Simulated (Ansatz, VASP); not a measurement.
# SnSe2: VASP beside Ansatz

```
Sn Se
1.0
     3.84056    0.00000    0.00000
    -1.92028    3.32602    0.00000
     0.00000    0.00000    6.26365
Sn Se
1 2
Direct
  0.00000 0.00000 0.00000
  0.66667 0.33333 0.74939
  0.33333 0.66667 0.25061
```

Alike in both runs: task single point; functional r2SCAN; k mesh 12 × 12 × 4; occupations gaussian, width 0.02 eV; no spin polarisation.

|  | VASP | Ansatz |
| --- | --- | --- |
| version | VASP 6.6.1 | Ansatz 0.2.0 |
| potentials or method | VASP PAW PBE potentials, release 64 (Sn_d, Se), cutoff 520 eV | scalar-relativistic, plane waves, PAW |
| valence electrons in the cell | 26 | 46 |

Ansatz gave:

| Quantity | Value |
| --- | --- |
| gap on the k mesh at the Fermi level (eV) | 1.03 |
| least direct gap on the mesh (eV) | 1.49 |
| pressure (GPa) | 0.5 |
| traceless stress, the component that is largest in VASP (GPa) | 0.30 |
| rms of the force components (eV/Å) | 0.000 |

Q: Which values does VASP return?

A: gap on the k mesh at the Fermi level (eV): 1.03; least direct gap on the mesh (eV): 1.49; pressure (GPa): 0.6; traceless stress, the component that is largest in VASP (GPa): 0.29; rms of the force components (eV/Å): 0.006.

VASP's potentials were made for PBE, not for r2SCAN. Atom by atom the forces differ by 0.006 eV/Å (rms over components). VASP's potentials hold 26 valence electrons a cell and Ansatz's 46, so a difference there can come from the potentials and not from the codes.
